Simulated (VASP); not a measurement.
# Mg2C (I4/mmm) in VASP: single point with HSE06

Aim: the single point of Mg2C with HSE06.

All numbers are computed with VASP 6.6.1; they aren't measurements. Logs are shortened: lines on timing, memory, paths and dates and some standing lists are left out, and cuts for length are marked.

## 1. The cell of the first run

It takes space group I4/mmm (No. 139, tetragonal). Conventional cell: a = 3.834 Å, b = 3.834 Å, c = 5.450 Å, α = 90.00°, β = 90.00°, γ = 90.00°. C (site symmetry 4/mmm) has 8 Mg at 2.35 Å within 3.1 Å. Within 3.1 Å of Mg (site symmetry -4m2) lie 4 C at 2.35 Å and 6 Mg at 2.71 to 2.72 Å.

## 2. Single point, HSE06 (uniaxial z strain +0.5%)

Contents of POSCAR:

```
Mg2C
1.0
    0.0000000000      2.7109426088      2.7247684161
    2.7109426088      0.0000000000      2.7247684161
    2.7109426088      2.7109426088      0.0000000000
C Mg
1 2
Direct
    0.0000000000      0.0000000000      0.0000000000
    0.2500000000      0.2500000000      0.2500000000
    0.7500000000      0.7500000000      0.7500000000
```

Contents of INCAR.step1:

```
SYSTEM = Mg2C
PREC = Accurate
ENCUT = 520
EDIFF = 1E-5
ISMEAR = 0
SIGMA = 0.01
LREAL = .False.
LASPH = .True.
NELM = 60
ALGO = Normal
ISIF = 2
LWAVE = .True.
LCHARG = .False.
GGA = PE
NBANDS = 11
```

Contents of INCAR.step2:

```
SYSTEM = Mg2C
PREC = Accurate
ENCUT = 520
EDIFF = 1E-7
ISMEAR = 0
SIGMA = 0.01
LREAL = .False.
LASPH = .True.
NELM = 60
ALGO = Normal
ISIF = 2
LWAVE = .False.
LCHARG = .False.
GGA = PE
LHFCALC = .True.
HFSCREEN = 0.2079
PRECFOCK = Normal
ISTART = 1
NBANDS = 11
```

Contents of KPOINTS:

```
regular mesh
0
Gamma
  6 6 6
  0 0 0
```

Potentials or basis: VASP PAW PBE potentials, release 64 (C, Mg).

On the command line:

```console
> cat potpaw_PBE.64/C/POTCAR potpaw_PBE.64/Mg/POTCAR > POTCAR
> cp INCAR.step1 INCAR
> mpirun -np 1 vasp_std > vasp.out
> cp INCAR.step2 INCAR
> mpirun -np 1 vasp_std > vasp.out
```

OUTCAR:

```text
SYSTEM = Mg2C
   PREC = Accurate
   ENCUT = 520
   EDIFF = 1E-7
   ISMEAR = 0
   LREAL = .False.
   LASPH = .True.
   NELM = 60
   ISIF = 2
   GGA = PE
   LHFCALC = .True.
   HFSCREEN = 0.2079
   PRECFOCK = Normal
   ISTART = 1

 ion  position               nearest neighbor table
   1  0.000  0.000  0.000-   3 2.35   3 2.35   3 2.35   2 2.35   3 2.35   2 2.35   2 2.35   2 2.35

   2  0.250  0.250  0.250-   1 2.35   1 2.35   1 2.35   1 2.35   3 2.71   3 2.71   3 2.71   3 2.71
                             3 2.72   3 2.72
   3  0.750  0.750  0.750-   1 2.35   1 2.35   1 2.35   1 2.35   2 2.71   2 2.71   2 2.71   2 2.71
                             2 2.72   2 2.72

  LATTYP: Found a body centered tetragonal cell.
 ALAT       =     3.8338518042
 C/A-ratio  =     1.4214260515

  Lattice vectors:

 A1 = (  -2.7109426088,   0.0000000000,   2.7247684161)
 A2 = (   2.7109426088,   0.0000000000,   2.7247684161)
 A3 = (   0.0000000000,   2.7109426088,  -2.7247684161)

Analysis of symmetry for initial positions (statically):
=====================================================================
 Subroutine PRICEL returns:
 Original cell was already a primitive cell.

 Routine SETGRP: Setting up the symmetry group for a
 body centered tetragonal supercell.

 Subroutine GETGRP returns: Found 16 space group operations
 (whereof 16 operations were pure point group operations)
 out of a pool of 16 trial point group operations.

The static configuration has the point symmetry D_4h.

Analysis of symmetry for dynamics (positions and initial velocities):
=====================================================================
 Subroutine PRICEL returns:
 Original cell was already a primitive cell.

 Routine SETGRP: Setting up the symmetry group for a
 body centered tetragonal supercell.

 Subroutine GETGRP returns: Found 16 space group operations
 (whereof 16 operations were pure point group operations)
 out of a pool of 16 trial point group operations.

The dynamic configuration has the point symmetry D_4h.

 Subroutine INISYM returns: Found 16 space group operations
 (whereof 16 operations are pure point group operations),
 and found     1 'primitive' translations

----------------------------------------------------------------------------------------

                                     Primitive cell

  volume of cell :      40.0498

  direct lattice vectors                    reciprocal lattice vectors
     0.000000000  2.710942609  2.724768416    -0.184437693  0.184437693  0.183501833
     2.710942609  0.000000000  2.724768416     0.184437693 -0.184437693  0.183501833
     2.710942609  2.710942609  0.000000000     0.184437693  0.184437693 -0.183501833

  length of vectors
     3.843640559  3.843640559  3.833851804     0.318916051  0.318916051  0.318916051

  position of ions in fractional coordinates (direct lattice)
     0.000000000  0.000000000  0.000000000
     0.250000000  0.250000000  0.250000000
     0.750000000  0.750000000  0.750000000

  ion indices of the primitive-cell ions
   primitive index   ion index
                 1           1
                 2           2
                 3           3

----------------------------------------------------------------------------------------

 KPOINTS: regular mesh

Automatic generation of k-mesh.
 Grid dimensions read from file:
 generate k-points for:    6    6    6

 Generating k-lattice:

  Cartesian coordinates                     Fractional coordinates (reciprocal lattice)
    -0.030739615  0.030739615  0.030583639     0.166666667 -0.000000000  0.000000000
     0.030739615 -0.030739615  0.030583639    -0.000000000  0.166666667  0.000000000
     0.030739615  0.030739615 -0.030583639     0.000000000  0.000000000  0.166666667

  Length of vectors
     0.053152675  0.053152675  0.053152675

  Shift w.r.t. Gamma in fractional coordinates (k-lattice)
     0.000000000  0.000000000  0.000000000

 Subroutine IBZKPT returns following result:
 ===========================================

 Found     30 irreducible k-points:

 Following reciprocal coordinates:
            Coordinates               Weight
  0.000000  0.000000  0.000000      1.000000
  0.166667 -0.000000  0.000000      8.000000
  0.333333  0.000000  0.000000      8.000000
  0.500000  0.000000  0.000000      4.000000
  0.166667  0.166667  0.000000      2.000000
  0.333333  0.166667  0.000000      8.000000
[... 16 lines left out ...]
  0.333333  0.000000  0.333333      4.000000
  0.500000  0.000000  0.333333     16.000000
 [... further k-points ...]
   k-points           NKPTS =     30   k-points in BZ     NKDIM =    216   number of bands    NBANDS=     11
   number of dos      NEDOS =    301   number of ions     NIONS =      3
   total plane-waves  NPLWV =  27000
   dimension x,y,z NGX =    30 NGY =   30 NGZ =   30
   dimension x,y,z NGXF=    60 NGYF=   60 NGZF=   60
   ions per type =               1   2
   NGX,Y,Z   is equivalent  to a cutoff of  12.98, 12.98, 13.01 a.u.
   NGXF,Y,Z  is equivalent  to a cutoff of  25.95, 25.95, 26.02 a.u.
 SYSTEM =  Mg2C
   PREC   = accura    normal or accurate (medium, high low for compatibility)
   ISTART =      1    job   : 0-new  1-cont  2-samecut
   ICHARG =      0    charge: 1-file 2-atom 10-const
   ISPIN  =      1    spin polarized calculation?
   LNONCOLLINEAR =      F non collinear calculations
   LSORBIT =      F    spin-orbit coupling
   LASPH  =      T    aspherical Exc in radial PAW
   ENCUT  =  520.0 eV  38.22 Ry    6.18 a.u.   7.15  7.15  7.13*2*pi/ulx,y,z
   NELM   =     60;   NELMIN=  2; NELMDL=  0     # of ELM steps
   EDIFF  = 0.1E-06   stopping-criterion for ELM
   LREAL  =      F    real-space projection
   EDIFFG = 0.1E-05   stopping-criterion for IOM
   NSW    =      0    number of steps for IOM
   IBRION =     -1    ionic relax: 0-MD 1-quasi-New 2-CG
   NFREE  =      0    steps in history (QN), initial steepest desc. (CG)
   ISIF   =      2    stress and relaxation
   ISYM   =      3    0-nonsym 1-usesym 2-fastsym
   POTIM  = 0.5000    time-step for ionic-motion
   TEBEG  =    0.0;   TEEND  =   0.0 temperature during run
   PSTRESS=    0.0 pullay stress
   NELECT =       8.0000    total number of electrons
   NUPDOWN=      -1.0000    fix difference up-down
   EMIN   =  10.00;   EMAX   =-10.00  energy-range for DOS
   EFERMI =   0.00;   METHOD = LEGACY
   ISMEAR =     0;   SIGMA  =   0.01  broadening in eV -4-tet -1-fermi 0-gaus
   EFERMI_NEDOS =   21; number of points for ismear=-14 and -15
   IALGO  =     38    algorithm
   IMIX   =      1    mixing-type and parameters
     AMIX     =   0.40;   BMIX     =  1.00
     AMIX_MAG =   1.60;   BMIX_MAG =  1.00
  volume/ion in A,a.u.               =      13.35        90.09
  Fermi-wavevector in a.u.,A,eV,Ry     =   0.956984  1.808438 12.460469  0.915819
  Thomas-Fermi vector in A             =   2.085961
   LORBIT       =      0    0 simple, 1 ext, 2 COOP (PROOUT), +10 PAW based schemes
   GGA     = PE    functional components
   LHFCALC =     T    Hartree Fock is set to
   PRECFOCK=normal    Normal, Fast or Accurate (Low or Medium for compatibility)
   ENCUT4O =  -1.0   cutoff for four orbital integrals eV
   NKREDX  =     1    reduce k-point grid by
   NKREDY  =     1    reduce k-point grid by
   NKREDZ  =     1    reduce k-point grid by
   AEXX    =    0.2500 exact exchange contribution
   HFSCREEN=    0.2079 screening length (either q_TF or 0.3 A-1)
   HFSCREENC=   0.2079 screening length for correlation (either q_TF or 0.3 A-1)
   ENCUTFOCK=  -1.0 apply spherical cutoff to Coloumb kernel
   IVDW    =     0    specifies the selected vdW correction
   LEPSILON=     F    determine dielectric tensor
   LRPA    =     F    only Hartree local field effects (RPA)
 non-spin polarized calculation
 Gauss-broadening in eV      SIGMA  =   0.01
  energy-cutoff  :      520.00
  volume of cell :       40.05
 maximum number of plane-waves:      1098
 NGX is ok and might be reduce to    30
  NGX = 24; NGY = 24; NGZ = 24

 number of electron       8.0000000 magnetization

 Free energy of the ion-electron system (eV)
  ---------------------------------------------------
  ext. energy  EPLUGINS =         0.00000000
  ---------------------------------------------------
  free energy    TOTEN  =       -12.95424685 eV

  energy without entropy =      -12.95424685  energy(sigma->0) =      -12.95424685

 E-fermi :   3.3540     XC(G=0):  -8.2126

 val. band max:        3.2274207732   @ k =   0.0000   0.0000   0.0000
 cond. band min:       4.6030248881   @ k =   0.5000   0.0000   0.5000
 fundamental gap:      1.3756041150
 Fermi energy:         3.3540321861

 k-point     1 :       0.0000    0.0000    0.0000
  band No.  band energies     occupation
      1      -8.7385      2.00000
      2       3.2052      2.00000
      3       3.2274      2.00000
      4       3.2274      2.00000
      5       5.4800      0.00000
      6      10.8167      0.00000
      7      10.8167      0.00000
      8      10.8552      0.00000
      9      13.9777      0.00000
     10      14.0743      0.00000
     11      14.9873      0.00000

 k-point     2 :       0.1667   -0.0000    0.0000
  band No.  band energies     occupation
      1      -8.4256      2.00000
      2       1.4064      2.00000
      3       3.0744      2.00000
      4       3.0956      2.00000
      5       6.7719      0.00000
      6      10.6653      0.00000
      7      11.0291      0.00000
      8      11.0323      0.00000
      9      12.7486      0.00000
     10      12.7967      0.00000
     11      14.5438      0.00000

 k-point     3 :       0.3333    0.0000    0.0000
  band No.  band energies     occupation
      1      -7.6361      2.00000
      2      -0.9005      2.00000
      3       2.8347      2.00000
      4       2.8672      2.00000
      5       7.4990      0.00000
      6      10.1879      0.00000
      7      10.2483      0.00000
      8      10.4646      0.00000
      9      14.1326      0.00000
     10      14.1650      0.00000
     11      14.8777      0.00000
[... 267 lines left out ...]
 k-point    23 :       0.3333    0.0000    0.3333
  band No.  band energies     occupation
      1      -7.2761      2.00000
      2      -0.3240      2.00000
      3       1.8402      2.00000
      4       1.8539      2.00000
      5       5.7743      0.00000
      6       8.7208      0.00000
      7      11.9913      0.00000
      8      13.0812      0.00000
      9      13.1971      0.00000
     10      16.1927      0.00000
     11      18.7965      0.00000

 k-point    24 :       0.5000    0.0000    0.3333
  band No.  band energies     occupation
      1      -6.7269      2.00000
      2      -0.9013      2.00000
      3       0.7801      2.00000
      4       1.7546      2.00000
      5       5.7244      0.00000
      6       9.2325      0.00000
      7      12.2675      0.00000
      8      12.8740      0.00000
      9      13.7064      0.00000
     10      16.6468      0.00000
     11      19.1125      0.00000

 [... further k-points ...]
[... 5 lines left out ...]
  --------------------------------------------------------------------------------------
  -------------------------------------------------------------------------------------
  Total       -0.1502902     -0.1502902     -0.5303876      0.0000000      0.0000000      0.0000000
  in kB       -6.0123057     -6.0123057    -21.2179630      0.0000000      0.0000000      0.0000000
  external PRESSURE =     -11.0808582 kB  Pullay stress =       0.0000000 kB

 VOLUME and BASIS-vectors are now :
 -----------------------------------------------------------------------------
  energy-cutoff  :      520.00
  volume of cell :       40.05
      direct lattice vectors                 reciprocal lattice vectors
     0.000000000  2.710942609  2.724768416    -0.184437693  0.184437693  0.183501833
     2.710942609  0.000000000  2.724768416     0.184437693 -0.184437693  0.183501833
     2.710942609  2.710942609  0.000000000     0.184437693  0.184437693 -0.183501833

 POSITION                                       TOTAL-FORCE (eV/Angst)
 -----------------------------------------------------------------------------------
      0.00000      0.00000      0.00000         0.000000      0.000000     -0.000000
      1.35547      1.35547      1.36238         0.000000     -0.000000      0.000000
      4.06641      4.06641      4.08715        -0.000000     -0.000000     -0.000000
 -----------------------------------------------------------------------------------
    total drift:                               -0.000013     -0.000013      0.000003

  FREE ENERGIE OF THE ION-ELECTRON SYSTEM (eV)
  ---------------------------------------------------
  free  energy   TOTEN  =       -12.9542468485 eV

  energy  without entropy=      -12.9542468485  energy(sigma->0) =      -12.95424685
```

It took 16 min on 1 thread of Intel Xeon 6975P-C (Granite Rapids), shared host; peak memory 0.29 GiB.

What came out:

```yaml
Free_energy: -12.9542 eV
Pressure: -1.1 GPa
Band_gap_on_the_k_mesh: 1.38 eV (least direct gap 2.25 eV)
```

Caveat: the cell differs from its parent crystal (uniaxial z strain +0.5%); the structure was generated, so it needn't be the stable form of Mg2C; the PAW data sets were made with another functional, which shifts forces and pressure a little.
